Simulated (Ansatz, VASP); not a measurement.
# One calculation of Sb, two programs

```xyz
1
Lattice="-1.6419 1.9904 2.1244 1.6419 -1.9904 2.1244 1.6419 1.9904 -2.1244" Properties=species:S:1:pos:R:3 pbc="T T T"
Sb    1.6419    0.0000    0.0000
```

Alike in both runs: functional PBE; k mesh 8 × 8 × 8; occupations gaussian, width 0.1 eV; no spin polarisation.

Ansatz relaxed the structure, and its values are those at the end. VASP's run is a single point on that final structure, the one shown.

```csv
,VASP,Ansatz
version,VASP 6.6.1,Ansatz 0.2.0
potentials or method,"VASP PAW PBE potentials, release 64 (Sb), cutoff 520 eV","scalar-relativistic, plane waves, PAW"
valence electrons in the cell,5,15
```

```tsv
	VASP	Ansatz	Ansatz less VASP
gap on the k mesh at the Fermi level (eV)	none	none	-
pressure (GPa)	-0.2	-0.1	+0.13
```

A gap of «none» marks a metal or a gap that the smearing closes. VASP's potentials hold 5 valence electrons a cell and Ansatz's 15, so a difference there can come from the potentials and not from the codes.

Neither program's run includes spin-orbit coupling.
